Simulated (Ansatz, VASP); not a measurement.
**One calculation of Sn, two programs**

File INCAR:

```
PREC = Accurate
ENCUT = 520
EDIFF = 1E-7
ISMEAR = -1
SIGMA = 0.05
LREAL = F
LASPH = T
NELM = 150
ALGO = Normal
ISIF = 2
LWAVE = F
LCHARG = F
MAGMOM = 0 0 0
LORBIT = 11
LSORBIT = T
GGA_COMPAT = F
LORBMOM = T
GGA = CA
NBANDS = 25
```

Contents of KPOINTS:

```
Automatic mesh
0
Gamma
  7 7 7
```

Contents of POSCAR:

```
Sn
1.0
   -2.0291894110      2.0291894110      1.6607599896
    2.0291894110     -2.0291894110      1.6607599896
    2.0291894110      2.0291894110     -1.6607599896
Sn
1
Direct
    0.0000000000      0.0000000000      0.0000000000
```

The input input.yaml:

```yaml
crystal:
  lattice:
    - [-2.029189411, 2.029189411, 1.6607599896]
    - [2.029189411, -2.029189411, 1.6607599896]
    - [2.029189411, 2.029189411, -1.6607599896]
  atoms:
    - { symbol: Sn, position: [0.0, 0.0, 0.0] }
hamiltonian:
  xc: lda
  pseudopotentials: { kind: paw_fr }
magnetization:
  noncollinear: true
  spin_orbit: true
kpoints:
  mp_grid: { grid: [7, 7, 7] }
  band_path:
    path:
      - [[0.0, 0.0, 0.0], [0.0, 0.0, 0.5], [-0.5, 0.5, 0.5], [0.0, 0.0, 0.0], [0.4174590337, 0.4174590337, -0.4174590337], [0.25, 0.25, 0.25], [0.0, 0.5, 0.0], [-0.4174590337, 0.5825409663, 0.4174590337], [-0.5, 0.5, 0.5]]
      - [[0.0, 0.0, 0.5], [0.25, 0.25, 0.25]]
    npoints: 14
scf:
  occupations: { method: fermi_dirac, width: 0.05 }
  n_extra_bands: 6
output:
  forces: true
  stress: true
  eigenvalues: true
  fatbands: false
```

Alike in both runs: functional LDA; k mesh 7 × 7 × 7; occupations fermi-dirac, width 0.05 eV; non-collinear spin, spin-orbit coupling.

|  | VASP | Ansatz |
| --- | --- | --- |
| version | VASP 6.6.1 | Ansatz 0.2.0 |
| potentials or method | VASP PAW LDA potentials, release 64 (Sn_d) | Ansatz PAW |
| plane-wave cutoff (eV) | 520 | 420 |
| valence electrons in the cell | 14 | 14 |
| task | single point | band structure |

|  | VASP | Ansatz | Ansatz less VASP |
| --- | --- | --- | --- |
| pressure (GPa) | -2.6 | -2.6 | -0.02 |
| traceless stress, the component that is largest in VASP (GPa) | 0.90 | 0.87 | -0.036 |
| net moment per atom (μB) | 0.00 | 0.00 | 0.000 |

LDA's correlation is that of Perdew and Zunger in VASP and of Perdew and Wang (1992) in Ansatz.
